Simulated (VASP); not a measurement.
# P (R-3m) in VASP: single point with PBEsol

Aim: the single point of P with PBEsol.

All numbers are computed with VASP 6.6.1; they aren't measurements. Logs are shortened: lines on timing, memory, paths and dates and some standing lists are left out, and cuts for length are marked.

### Step 1. The cell of the first run

It takes space group R-3m (No. 166, trigonal). The conventional cell has a = 3.441 Å, b = 3.441 Å, c = 8.804 Å, α = 90.00°, β = 90.00°, γ = 120.00°. Within 3.1 Å of P (site symmetry 3m) lie 6 P at 2.31 to 2.65 Å.

### Step 2. Single point, PBEsol

Input file INCAR:

```
PREC = Accurate
ENCUT = 520
EDIFF = 1E-7
ISMEAR = 0
SIGMA = 0.1
LREAL = F
LASPH = T
NELM = 100
ALGO = Normal
ISIF = 2
LWAVE = F
LCHARG = T
GGA = PS
LELF = T
LVHAR = T
NBANDS = 12
```

Input file KPOINTS:

```
Automatic mesh
0
Gamma
  15 15 15
```

Input file POSCAR:

```
P
1.0
    1.7204455928      0.9932997261      2.9346809021
   -1.7204455928      0.9932997261      2.9346809021
    0.0000000000     -1.9865994523      2.9346809021
P
2
Direct
    0.2335767673      0.2335767673      0.2335767673
    0.7664232327      0.7664232327      0.7664232327
```

Potentials or basis: VASP PAW PBE potentials, release 64 (P).

Command:

```bash
$ cat potpaw_PBE.64/P/POTCAR > POTCAR
$ mpirun -np 1 vasp_std > vasp.out
```

OUTCAR:

```text
PREC = Accurate
   ENCUT = 520
   EDIFF = 1E-7
   ISMEAR = 0
   LREAL = F
   LASPH = T
   NELM = 100
   ISIF = 2
   GGA = PS

 ion  position               nearest neighbor table
   1  0.234  0.234  0.234-   2 2.31   2 2.31   2 2.31   2 2.65   2 2.65   2 2.65
   2  0.766  0.766  0.766-   1 2.31   1 2.31   1 2.31   1 2.65   1 2.65   1 2.65

  LATTYP: Found a trigonal (rhomboedric) cell.
 ALAT       =     3.5438579798
 COS(alpha) =     0.5286329036

  Lattice vectors:

 A1 = (   1.7204455928,   0.9932997261,   2.9346809021)
 A2 = (  -1.7204455928,   0.9932997261,   2.9346809021)
 A3 = (   0.0000000000,  -1.9865994523,   2.9346809021)

Analysis of symmetry for initial positions (statically):
=====================================================================
 Subroutine PRICEL returns:
 Original cell was already a primitive cell.

 Routine SETGRP: Setting up the symmetry group for a
 trigonal (rhombohedral) supercell.

 Subroutine GETGRP returns: Found 12 space group operations
 (whereof 12 operations were pure point group operations)
 out of a pool of 12 trial point group operations.

The static configuration has the point symmetry D_3d.

Analysis of symmetry for dynamics (positions and initial velocities):
=====================================================================
 Subroutine PRICEL returns:
 Original cell was already a primitive cell.

 Routine SETGRP: Setting up the symmetry group for a
 trigonal (rhombohedral) supercell.

 Subroutine GETGRP returns: Found 12 space group operations
 (whereof 12 operations were pure point group operations)
 out of a pool of 12 trial point group operations.

The dynamic configuration has the point symmetry D_3d.

 Subroutine INISYM returns: Found 12 space group operations
 (whereof 12 operations are pure point group operations),
 and found     1 'primitive' translations

----------------------------------------------------------------------------------------

                                     Primitive cell

  volume of cell :      30.0908

  direct lattice vectors                    reciprocal lattice vectors
     1.720445593  0.993299726  2.934680902     0.290622384  0.167790912  0.113584183
    -1.720445593  0.993299726  2.934680902    -0.290622384  0.167790912  0.113584183
     0.000000000 -1.986599452  2.934680902     0.000000000 -0.335581823  0.113584183

  length of vectors
     3.543857980  3.543857980  3.543857980     0.354283117  0.354283117  0.354283117

  position of ions in fractional coordinates (direct lattice)
     0.233576767  0.233576767  0.233576767
     0.766423233  0.766423233  0.766423233

  ion indices of the primitive-cell ions
   primitive index   ion index
                 1           1
                 2           2

----------------------------------------------------------------------------------------

 KPOINTS: Automatic mesh

Automatic generation of k-mesh.
 Grid dimensions read from file:
 generate k-points for:   15   15   15

 Generating k-lattice:

  Cartesian coordinates                     Fractional coordinates (reciprocal lattice)
     0.019374826  0.011186061  0.007572279     0.066666667  0.000000000  0.000000000
    -0.019374826  0.011186061  0.007572279     0.000000000  0.066666667  0.000000000
     0.000000000 -0.022372122  0.007572279    -0.000000000 -0.000000000  0.066666667

  Length of vectors
     0.023618874  0.023618874  0.023618874

  Shift w.r.t. Gamma in fractional coordinates (k-lattice)
     0.000000000  0.000000000  0.000000000

 Subroutine IBZKPT returns following result:
 ===========================================

 Found    344 irreducible k-points:

 Following reciprocal coordinates:
            Coordinates               Weight
  0.000000  0.000000  0.000000      1.000000
  0.066667 -0.000000 -0.000000      6.000000
  0.133333  0.000000 -0.000000      6.000000
  0.200000  0.000000 -0.000000      6.000000
  0.266667  0.000000 -0.000000      6.000000
  0.333333  0.000000 -0.000000      6.000000
[... 16 lines left out ...]
  0.133333  0.133333 -0.000000      6.000000
  0.200000  0.133333 -0.000000     12.000000
 [... further k-points ...]
   k-points           NKPTS =    344   k-points in BZ     NKDIM =    344   number of bands    NBANDS=     12
   number of dos      NEDOS =    301   number of ions     NIONS =      2
   total plane-waves  NPLWV =  21952
   dimension x,y,z NGX =    28 NGY =   28 NGZ =   28
   dimension x,y,z NGXF=    56 NGYF=   56 NGZF=   56
   ions per type =               2
   NGX,Y,Z   is equivalent  to a cutoff of  13.14, 13.14, 13.14 a.u.
   NGXF,Y,Z  is equivalent  to a cutoff of  26.27, 26.27, 26.27 a.u.
 SYSTEM =  unknown system
   PREC   = accura    normal or accurate (medium, high low for compatibility)
   ISTART =      0    job   : 0-new  1-cont  2-samecut
   ICHARG =      2    charge: 1-file 2-atom 10-const
   ISPIN  =      1    spin polarized calculation?
   LNONCOLLINEAR =      F non collinear calculations
   LSORBIT =      F    spin-orbit coupling
   LASPH  =      T    aspherical Exc in radial PAW
   ENCUT  =  520.0 eV  38.22 Ry    6.18 a.u.   6.59  6.59  6.59*2*pi/ulx,y,z
   NELM   =    100;   NELMIN=  2; NELMDL= -5     # of ELM steps
   EDIFF  = 0.1E-06   stopping-criterion for ELM
   LREAL  =      F    real-space projection
   EDIFFG = 0.1E-05   stopping-criterion for IOM
   NSW    =      0    number of steps for IOM
   IBRION =     -1    ionic relax: 0-MD 1-quasi-New 2-CG
   NFREE  =      0    steps in history (QN), initial steepest desc. (CG)
   ISIF   =      2    stress and relaxation
   ISYM   =      2    0-nonsym 1-usesym 2-fastsym
   POTIM  = 0.5000    time-step for ionic-motion
   TEBEG  =    0.0;   TEEND  =   0.0 temperature during run
   PSTRESS=    0.0 pullay stress
   NELECT =      10.0000    total number of electrons
   NUPDOWN=      -1.0000    fix difference up-down
   EMIN   =  10.00;   EMAX   =-10.00  energy-range for DOS
   EFERMI =   0.00;   METHOD = LEGACY
   ISMEAR =     0;   SIGMA  =   0.10  broadening in eV -4-tet -1-fermi 0-gaus
   EFERMI_NEDOS =   21; number of points for ismear=-14 and -15
   IALGO  =     38    algorithm
   IMIX   =      4    mixing-type and parameters
     AMIX     =   0.40;   BMIX     =  1.00
     AMIX_MAG =   1.60;   BMIX_MAG =  1.00
  volume/ion in A,a.u.               =      15.05       101.53
  Fermi-wavevector in a.u.,A,eV,Ry     =   1.133958  2.142870 17.495203  1.285861
  Thomas-Fermi vector in A             =   2.270662
   LORBIT       =      0    0 simple, 1 ext, 2 COOP (PROOUT), +10 PAW based schemes
   GGA     = PS    functional components
   LHFCALC =     F    Hartree Fock is set to
   AEXX    =    0.0000 exact exchange contribution
   IVDW    =     0    specifies the selected vdW correction
   LEPSILON=     F    determine dielectric tensor
   LRPA    =     F    only Hartree local field effects (RPA)
 non-spin polarized calculation
 Gauss-broadening in eV      SIGMA  =   0.10
  energy-cutoff  :      520.00
  volume of cell :       30.09
 maximum number of plane-waves:       829
   NGX = 13   NGY = 13   NGZ = 13

 number of electron      10.0000000 magnetization

 Free energy of the ion-electron system (eV)
  ---------------------------------------------------
  ext. energy  EPLUGINS =         0.00000000
  ---------------------------------------------------
  free energy    TOTEN  =       -11.58631962 eV

  energy without entropy =      -11.58437731  energy(sigma->0) =      -11.58534846

 E-fermi :   9.6272     XC(G=0): -11.2058

 val. band max:        9.6123336369   @ k =   0.4667   0.0667   0.0667
 cond. band min:       9.6360811628   @ k =   0.4667   0.3333   0.3333
 fundamental gap:      0.0237475259
 Fermi energy:         9.6271887543

 k-point     1 :       0.0000    0.0000    0.0000
  band No.  band energies     occupation
      1      -7.1692      2.00000
      2       6.8796      2.00000
      3       6.9238      2.00000
      4       6.9238      2.00000
      5       7.1545      2.00000
      6      11.8610      0.00000
      7      12.9289      0.00000
      8      12.9289      0.00000
      9      15.0723      0.00000
     10      15.0723      0.00000
     11      16.1137      0.00000
     12      16.4493      0.00000

 k-point     2 :       0.0667   -0.0000   -0.0000
  band No.  band energies     occupation
      1      -7.0941      2.00000
      2       5.7740      2.00000
      3       6.8576      2.00000
      4       6.8854      2.00000
      5       8.0252      2.00000
      6      11.9765      0.00000
      7      12.8513      0.00000
      8      12.9182      0.00000
      9      14.6383      0.00000
     10      14.6655      0.00000
     11      15.4027      0.00000
     12      17.2800      0.00000

 k-point     3 :       0.1333    0.0000   -0.0000
  band No.  band energies     occupation
      1      -6.8692      2.00000
      2       4.3698      2.00000
      3       6.7868      2.00000
      4       6.7913      2.00000
      5       8.6591      2.00000
      6      12.0035      0.00000
      7      12.3603      0.00000
      8      12.8222      0.00000
      9      14.1697      0.00000
     10      14.6170      0.00000
     11      15.2099      0.00000
     12      18.7306      0.00000

 k-point     4 :       0.2000    0.0000   -0.0000
  band No.  band energies     occupation
      1      -6.4957      2.00000
      2       2.9109      2.00000
      3       6.6655      2.00000
      4       6.7285      2.00000
      5       8.9947      2.00000
      6      11.5164      0.00000
      7      11.5776      0.00000
      8      12.3587      0.00000
      9      14.7848      0.00000
     10      15.2603      0.00000
     11      15.3904      0.00000
     12      20.3821      0.00000

 k-point     5 :       0.2667    0.0000   -0.0000
  band No.  band energies     occupation
      1      -5.9761      2.00000
      2       1.4668      2.00000
      3       6.5565      2.00000
      4       6.7048      2.00000
      5       9.1380      2.00000
      6      10.7843      0.00000
      7      10.8208      0.00000
      8      11.8305      0.00000
      9      15.9463      0.00000
     10      15.9938      0.00000
     11      16.2707      0.00000
     12      22.1635      0.00000
[... 228 lines left out ...]
      1      -6.6895      2.00000
      2       3.7612      2.00000
      3       6.1132      2.00000
      4       7.1980      2.00000
      5       8.8060      2.00000
      6      11.5877      0.00000
      7      11.9599      0.00000
      8      12.8188      0.00000
      9      13.9874      0.00000
     10      15.3119      0.00000
     11      15.7118      0.00000
     12      18.4670      0.00000

 k-point    22 :      -0.0667    0.0667    0.0000
  band No.  band energies     occupation
      1      -6.9665      2.00000
      2       4.9987      2.00000
      3       6.4651      2.00000
      4       7.0637      2.00000
      5       8.4392      2.00000
      6      12.0272      0.00000
      7      12.5219      0.00000
      8      12.9263      0.00000
      9      14.1082      0.00000
     10      14.6196      0.00000
     11      15.6617      0.00000
     12      17.4085      0.00000

 k-point    23 :       0.1333    0.1333   -0.0000
  band No.  band energies     occupation
      1      -6.7812      2.00000
      2       4.5829      2.00000
      3       5.9964      2.00000
      4       6.1965      2.00000
      5       9.4095      1.99792
      6      11.0300      0.00000
      7      11.9620      0.00000
      8      13.7562      0.00000
      9      14.4975      0.00000
     10      15.7372      0.00000
     11      15.9421      0.00000
     12      17.0874      0.00000

 k-point    24 :       0.2000    0.1333   -0.0000
  band No.  band energies     occupation
      1      -6.5142      2.00000
      2       3.7040      2.00000
      3       5.6728      2.00000
      4       6.0698      2.00000
      5       8.9445      2.00000
      6      11.1986      0.00000
      7      12.0209      0.00000
      8      13.8396      0.00000
      9      14.3414      0.00000
     10      15.8406      0.00000
     11      16.6989      0.00000
     12      18.0065      0.00000

 [... further k-points ...]

------------------------ aborting loop because EDIFF is reached ----------------------------------------

  FORCE on cell =-STRESS in cart. coord.  units (eV):
  Direction    XX          YY          ZZ          XY          YZ          ZX
  --------------------------------------------------------------------------------------
  -------------------------------------------------------------------------------------
  Total        0.0025563      0.0025563      0.0195485     -0.0000000     -0.0000000     -0.0000000
  in kB        0.1361104      0.1361104      1.0408573     -0.0000000     -0.0000000     -0.0000000
  external PRESSURE =       0.4376927 kB  Pullay stress =       0.0000000 kB

 VOLUME and BASIS-vectors are now :
 -----------------------------------------------------------------------------
  energy-cutoff  :      520.00
  volume of cell :       30.09
      direct lattice vectors                 reciprocal lattice vectors
     1.720445593  0.993299726  2.934680902     0.290622384  0.167790912  0.113584183
    -1.720445593  0.993299726  2.934680902    -0.290622384  0.167790912  0.113584183
     0.000000000 -1.986599452  2.934680902     0.000000000 -0.335581823  0.113584183

 POSITION                                       TOTAL-FORCE (eV/Angst)
 -----------------------------------------------------------------------------------
      0.00000     -0.00000      2.05642         0.000000      0.000000     -0.032450
      0.00000     -0.00000      6.74762         0.000000     -0.000000      0.032450
 -----------------------------------------------------------------------------------
    total drift:                                0.000000     -0.000000      0.000000

  FREE ENERGIE OF THE ION-ELECTRON SYSTEM (eV)
  ---------------------------------------------------
  free  energy   TOTEN  =       -11.5863196174 eV

  energy  without entropy=      -11.5843773068  energy(sigma->0) =      -11.58534846
```

Wall time 2.4 min (1 thread of Intel Xeon 8259CL, shared host); peak memory 0.22 GiB.

Results:

| Item | Value |
| --- | --- |
| Free energy | -11.5863 eV |
| Pressure | 0.0 GPa |
| Largest force | 0.032 eV/Å |
| Band gap on the k mesh | zero (bands 5 and 6 overlap by 1.32 eV) |

Forces on the atoms (eV/Å):
```
P    0.000  0.000 -0.032
P    0.000  0.000  0.032
```

Stress tensor (GPa, compression positive):
```
0.01 0.00 0.00
0.00 0.01 0.00
0.00 0.00 0.10
```

Caveat: the PAW data sets were made with another functional, which shifts forces and pressure a little.

The gap in the log of VASP goes by the Fermi energy; the results here count the filled bands.